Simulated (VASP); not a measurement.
**Rb: electric field gradients with r2SCAN**

Crystal: Rb.

```xyz
1
Lattice="-2.8060 2.8060 2.8060 2.8060 -2.8060 2.8060 2.8060 2.8060 -2.8060" Properties=species:S:1:pos:R:3 pbc="T T T"
Rb    0.0000    0.0000    0.0000
```

```yaml
Program: VASP 6.6.1
Task: electric field gradients
Functional: r2SCAN
Potentials_or_basis: VASP PAW PBE potentials, release 64 (Rb_sv)
Cutoff: 520 eV
k_mesh: 8 × 8 × 8
Occupations: fermi-dirac, width 0.05 eV
Spin: no spin polarisation
Dipole_correction: no
Further_INCAR_settings: ALGO = Normal; EDIFF = 1e-08; NBANDS = 10
```

The pressure is 0.2 GPa and the band gap on the k mesh is zero (an odd number of electrons rules out a gap without spin polarisation). The largest electric field gradient by atom is under 0.05 V/Å² on every atom.

Levels at points of the mesh, in eV from the Fermi level:
```
           k point  band 2  band 3  band 4  band 5  band 6  band 7
(0.00, 0.00, 0.00)  -13.58  -13.58  -13.58   -2.16    4.11    4.11
(0.50, 0.00, 0.00)  -13.69  -13.62  -13.58    0.31    0.70    2.84
(0.50, 0.50, 0.50)  -13.66  -13.66  -13.66    1.25    1.25    3.57
```

Run time: 4.6 min on 1 thread of Intel Xeon 8259CL, with other jobs on the host, peak memory 0.22 GiB.

Caveat: the PAW data sets were made with another functional, which shifts forces and pressure a little.
